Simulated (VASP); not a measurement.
**P: single point with revPBE**

Crystal: P.

```
CELL_PARAMETERS angstrom
-1.53148 1.53148 1.53148
1.53148 -1.53148 1.53148
1.53148 1.53148 -1.53148
ATOMIC_POSITIONS crystal
P 0.00000 0.00000 0.00000
```

| Quantity | Value |
| --- | --- |
| Program | VASP 6.6.1 |
| Task | single point |
| Functional | revPBE |
| Potentials or basis | VASP PAW PBE potentials, release 64 (P) |
| Cutoff | 520 eV |
| k mesh | 24 × 24 × 24 |
| Occupations | fermi-dirac, width 0.1 eV |
| Spin | no spin polarisation |

| Item | Value |
| --- | --- |
| Pressure | -0.5 GPa |

Levels at points of the mesh, in eV from the Fermi level:
| k point | band 1 | band 2 | band 3 | band 4 | band 5 | band 6 |
| --- | --- | --- | --- | --- | --- | --- |
| (0.00, 0.00, 0.00) | -16.33 | 7.14 | 7.14 | 7.14 | 11.93 | 11.93 |
| (0.50, 0.00, 0.00) | -9.93 | -7.78 | 2.45 | 5.27 | 7.35 | 8.20 |
| (0.50, 0.50, 0.50) | -4.21 | -2.57 | -2.57 | -2.57 | 2.45 | 2.45 |

Wall time 18 s on 1 thread of Intel(R) Xeon(R) Platinum 8488C (Sapphire Rapids) (shared host), peak memory 0.14 GiB.

Caveat: the PAW data sets were made with another functional, which shifts forces and pressure a little.
